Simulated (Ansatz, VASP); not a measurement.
# AlN: VASP beside Ansatz

INCAR

```
SYSTEM = AlN
PREC = Accurate ; ENCUT = 520
EDIFF = 1E-6 ; ISMEAR = 0
SIGMA = 0.05 ; LREAL = .False.
LASPH = .True. ; NELM = 100
ALGO = Normal ; ISIF = 2
LWAVE = .False. ; LCHARG = .False.
NBANDS = 16
```

File KPOINTS:

```
regular mesh
0
Gamma
  9 9 6
  0 0 0
```

Contents of POSCAR:

```
AlN
1.0
    3.0887424016      0.0000000000      0.0000000000
   -1.5443712008      2.6749293856      0.0000000000
    0.0000000000      0.0000000000      4.9437688231
Al N
2 2
Direct
    0.3236882189      0.6473764378      0.0015212672
    0.6763117811      0.3526235622      0.5015212672
    0.3419399799      0.6838799599      0.3834787328
    0.6580600201      0.3161200401      0.8834787328
```

Input for Ansatz:

```yaml
crystal:
  lattice:
    - [3.0887424016, 0.0, 0.0]
    - [-1.5443712008, 2.6749293856, 0.0]
    - [0.0, 0.0, 4.9437688231]
  atoms:
    - { symbol: Al, position: [0.3236882189, 0.6473764378, 0.0015212672] }
    - { symbol: Al, position: [0.6763117811, 0.3526235622, 0.5015212672] }
    - { symbol: "N", position: [0.3419399799, 0.6838799599, 0.3834787328] }
    - { symbol: "N", position: [0.6580600201, 0.3161200401, 0.8834787328] }
basis:
  ecutwfc: 520.0
kpoints:
  mp_grid: { grid: [9, 9, 6] }
hamiltonian:
  xc: lda
scf:
  occupations: { method: gaussian, width: 0.05 }
output:
  forces: true
  stress: true
  eigenvalues: true
```

Change from the starting cell: mode 5 frozen in at -0.052 Å, equal normal strain along x, y and z +0.0000.

Alike in both runs: task single point; functional LDA; k mesh 9 × 9 × 6; occupations gaussian, width 0.05 eV; no spin polarisation.

```csv
,VASP,Ansatz
version,VASP 6.6.1,Ansatz 0.2.0
potentials or method,"VASP PAW LDA potentials, release 64 (Al, N), cutoff 520 eV","scalar-relativistic, plane waves, PAW"
valence electrons in the cell,16,16
```

|  | VASP | Ansatz | Ansatz less VASP |
| --- | --- | --- | --- |
| gap on the k mesh at the Fermi level (eV) | 4.39 | 4.39 | -0.005 |
| least direct gap on the mesh (eV) | 4.39 | 4.39 | -0.005 |
| pressure (GPa) | 0.5 | -0.1 | -0.59 |
| traceless stress, the component that is largest in VASP (GPa) | -0.04 | -0.06 | -0.024 |
| rms of the force components (eV/Å) | 0.129 | 0.129 | +0.0002 |

LDA's correlation is that of Perdew and Zunger in VASP and of Perdew and Wang (1992) in Ansatz. Atom by atom the forces differ by 0.001 eV/Å (rms over components).
